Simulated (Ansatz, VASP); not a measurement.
Nb2B in VASP and in Ansatz

```xyz
3
Lattice="4.4605 0.0000 0.0000 -2.2302 3.8629 0.0000 0.0000 0.0000 2.7502" Properties=species:S:1:pos:R:3 pbc="T T T"
Nb    0.0000    2.5752    1.3751
Nb    2.2302    1.2876    1.3751
B     0.0000    0.0000    1.3751
```

Alike in both runs: functional PBE; k mesh 12 × 12 × 16; occupations gaussian, width 0.1 eV; no spin polarisation.

Ansatz relaxed the structure, and its values are those at the end. VASP's run is a single point on that final structure, the one shown.

```csv
,VASP,Ansatz
version,VASP 6.6.1,Ansatz 0.2.0
potentials or method,"VASP PAW PBE potentials, release 64 (Nb_sv, B), cutoff 520 eV","scalar-relativistic, plane waves, PAW"
valence electrons in the cell,29,29
```

VASP gave:

- gap on the k mesh at the Fermi level (eV): none
- pressure (GPa): -0.2

Question: Which values does Ansatz return?

Answer: gap on the k mesh at the Fermi level (eV): none; pressure (GPa): 0.0.

A gap of «none» marks a metal or a gap that the smearing closes.
